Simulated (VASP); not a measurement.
The system is C.

```xyz
2
Lattice="0.0000 1.7514 1.8380 1.7514 0.0000 1.8380 1.7514 1.7514 0.0000" Properties=species:S:1:pos:R:3 pbc="T T T"
C     1.7514    1.7514    1.8380
C     2.6272    2.6272    2.7569
```

This cell differs from its parent crystal: volume 5.638 Å^3 an atom, c/a of the conventional cell 1.0494.

Base run:

| Quantity | Value |
| --- | --- |
| Program | VASP 6.6.1 |
| Functional | LDA |
| Potentials or basis | VASP PAW LDA potentials, release 64 (C_h) |
| Cutoff | 910 eV |
| k mesh | 12 × 12 × 12 |
| Occupations | gaussian, width 0.05 eV |
| Spin | no spin polarisation |

Its results: band gap on the k mesh 3.53 eV, indirect (least direct gap 5.13 eV); pressure -9.9 GPa.

Question: The run is repeated on the same cell with these changes: potentials or basis from VASP PAW LDA potentials, release 64 (C_h) to VASP PAW LDA potentials, release 64 (C); cutoff from 910 eV to 520 eV. What comes out?

Answer: Band gap on the k mesh 3.53 eV, indirect (least direct gap 5.13 eV); pressure -9.0 GPa.

Caveats: the cutoff is under 1.25 times the usual one of these potentials, so pressure, stress and relaxed cells hold a basis-set (Pulay) error (some runs).

A k mesh can miss the band edges.
